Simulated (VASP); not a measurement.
Crystal: Sc.

```
CELL_PARAMETERS angstrom
3.00008 0.00000 0.00000
0.00000 3.00008 0.00000
0.00000 0.00000 3.00008
ATOMIC_POSITIONS crystal
Sc 0.00000 0.00000 0.00000
```

This isn't the form of Sc at room conditions, which is hcp.

| Item | Value |
| --- | --- |
| Program | VASP 6.6.1 |
| Task | relaxation of cell and atoms |
| Functional | r2SCAN |
| Potentials or basis | VASP PAW PBE potentials, release 64 (Sc_sv) |
| Cutoff | 600 eV |
| k mesh | 10 × 10 × 10 |
| Occupations | fermi-dirac, width 0.1 eV |
| Spin | no spin polarisation |

At the start: pressure -1.2 GPa; volume 27.00 Å³/atom.

Where does the relaxation end?

Over 5 steps the energy falls by 3.3 meV/atom and the volume is 26.15 Å³/atom (-3.1 %); space group Pm-3m (No. 221, to 0.1 Å) before and after.

The path:
```csv
step,energy change (eV),largest force (eV/Å),pressure (GPa),volume (Å³)
1,0.0000,0.0000,-1.15,27.00
2,-0.0032,0.0000,-0.28,26.25
3,-0.0029,0.0000,0.29,25.83
4,-0.0032,0.0000,0.13,26.04
5,-0.0033,0.0000,0.01,26.15
```

Final structure:
```
Sc
1.0
     2.96830    0.00000    0.00000
     0.00000    2.96830    0.00000
     0.00000    0.00000    2.96830
Sc
1
Cartesian
  0.0000 0.0000 0.0000
```

Caveat: the PAW data sets were made with another functional, which shifts forces and pressure a little.
